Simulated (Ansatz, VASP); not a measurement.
# One calculation of Zr4Ag, two programs

```
CELL_PARAMETERS angstrom
3.84012 -4.94897 0.00000
3.84012 4.94897 0.00000
0.00000 0.00000 3.22951
ATOMIC_POSITIONS crystal
Zr 0.78130 0.21870 0.50000
Zr 0.19790 0.19790 0.00000
Zr 0.80210 0.80210 0.00000
Zr 0.21870 0.78130 0.50000
Ag 0.50000 0.50000 0.50000
```

Change from the starting cell: species swapped into the FeCl4 type (Cmmm, No. 65).

Alike in both runs: functional PBE; k mesh 3 × 3 × 5; occupations gaussian, width 0.2 eV; no spin polarisation.

Ansatz relaxed the structure, and its values are those at the end. VASP's run is a single point on that final structure, the one shown.

```csv
,VASP,Ansatz
version,VASP 6.6.1,Ansatz 0.2.0
potentials or method,"VASP PAW PBE potentials, release 64 (Zr_sv, Ag), cutoff 520 eV","scalar-relativistic, plane waves, PAW"
valence electrons in the cell,59,67
```

Ansatz gave:

| Item | Value |
| --- | --- |
| gap on the k mesh at the Fermi level (eV) | none |
| pressure (GPa) | 0.1 |
| rms of the force components (eV/Å) | 0.003 |

Problem. Which values does VASP return?

Solution. gap on the k mesh at the Fermi level (eV): none; pressure (GPa): 0.0; rms of the force components (eV/Å): 0.003.

A gap of «none» marks a metal or a gap that the smearing closes. VASP's potentials hold 59 valence electrons a cell and Ansatz's 67, so a difference there can come from the potentials and not from the codes.

The k mesh is coarse, so the values compare programs but aren't converged.
